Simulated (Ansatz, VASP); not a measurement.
## One calculation of ZnS, two programs

The input INCAR:

```
SYSTEM = ZnS
PREC = Accurate
ENCUT = 520
EDIFF = 1E-7
ISMEAR = -1
SIGMA = 0.03
LREAL = .FALSE.
LASPH = .TRUE.
NELM = 80
ALGO = Normal
ISIF = 2
LWAVE = .FALSE.
LCHARG = .FALSE.
GGA = PS
NBANDS = 26
```

File KPOINTS:

```
regular mesh
0
G
  8 8 5
  0 0 0
```

Contents of POSCAR:

```
ZnS
1.0
    3.8109987816      0.0000000000      0.0000000000
   -1.9054993908      3.3004217586      0.0000000000
    0.0000000000      0.0000000000      6.1093200000
Zn S
2 2
Direct
    0.3333333333      0.6666666667      0.0000000000
    0.6666666667      0.3333333333      0.5000000000
    0.3333333333      0.6666666667      0.3850000000
    0.6666666667      0.3333333333      0.8850000000
```

Input for Ansatz:

```yaml
crystal:
  lattice:
    - [3.8109987816, 0.0, 0.0]
    - [-1.9054993908, 3.3004217586, 0.0]
    - [0.0, 0.0, 6.10932]
  atoms:
    - { symbol: Zn, position: [0.3333333333, 0.6666666667, 0.0] }
    - { symbol: Zn, position: [0.6666666667, 0.3333333333, 0.5] }
    - { symbol: S, position: [0.3333333333, 0.6666666667, 0.385] }
    - { symbol: S, position: [0.6666666667, 0.3333333333, 0.885] }
kpoints:
  mp_grid: { grid: [8, 8, 5] }
  band_path:
    path:
      - [0.0, 0.0, 0.0]
      - [0.5, 0.0, 0.0]
      - [0.3333333333, 0.3333333333, 0.0]
      - [0.0, 0.0, 0.0]
      - [0.0, 0.0, 0.5]
      - [0.5, 0.0, 0.5]
      - [0.3333333333, 0.3333333333, 0.5]
      - [0.0, 0.0, 0.5]
      - [0.5, 0.0, 0.5]
    npoints: 5
scf:
  occupations: { method: fermi_dirac, width: 0.03 }
hamiltonian:
  xc: pbesol
  pseudopotentials: { kind: all_electron, lapw: { basis_error: 0.001 } }
output:
  forces: true
  stress: true
  eigenvalues: true
```

Change from the starting cell: zz strain of -2 %.

Alike in both runs: task single point; functional PBEsol; k mesh 8 × 8 × 5; occupations fermi-dirac, width 0.03 eV; no spin polarisation.

|  | VASP | Ansatz |
| --- | --- | --- |
| version | VASP 6.6.1 | Ansatz 0.2.0 |
| potentials or method | VASP PAW PBE potentials, release 64 (Zn, S), cutoff 520 eV | all-electron LAPW, scalar-relativistic |

```csv
,VASP,Ansatz,Ansatz less VASP
gap on the k mesh at the Fermi level (eV),2.18,2.17,-0.003
pressure (GPa),0.3,0.1,-0.19
"traceless stress, the component that is largest in VASP (GPa)",0.43,0.44,+0.009
rms of the force components (eV/Å),0.125,0.124,-0.0005
```

VASP's potentials were made for PBE, not for PBEsol. Atom by atom the forces differ by 0.000 eV/Å (rms over components). Ansatz ran all-electron here, and VASP with PAW potentials.
